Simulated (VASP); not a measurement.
Input of a VASP 6.6.1 run:

The input INCAR:

```
ALGO = Normal ; EDIFF = 1E-6
ENCUT = 520 ; GGA = PE
ISIF = 2 ; ISMEAR = 0
LASPH = True ; LCHARG = False
LREAL = False ; LWAVE = False
NBANDS = 14 ; NELM = 80
PREC = Accurate ; SIGMA = 0.15
```

File KPOINTS:

```
k-points
0
Gamma
  18 18 18
```

File POSCAR:

```
HfC
1.0
    0.0000000000      2.2552500000      2.3250000000
    2.2552500000      0.0000000000      2.3250000000
    2.2552500000      2.2552500000      0.0000000000
Hf C
1 1
Direct
    0.5000000000      0.5000000000      0.5000000000
    0.0000000000      0.0000000000      0.0000000000
```

Potentials or basis: VASP PAW PBE potentials, release 64 (Hf_pv, C).

The run is started by

```console
$ cat potpaw_PBE.64/Hf_pv/POTCAR potpaw_PBE.64/C/POTCAR > POTCAR
$ mpirun -np 1 vasp_std > vasp.out
```

(1) Predict the band gap on the k mesh.

(2) What does it give for the pressure?

Results:

(1) zero (band 7 reaches 7.53 eV, above the bottom of band 8 at 5.98 eV).

(2) 16.4 GPa.

Caveat: the cell differs from its parent crystal (strain -0.030 along x and y, +0.000 along z); spin-orbit coupling is left out, which moves the levels of the heavy elements.
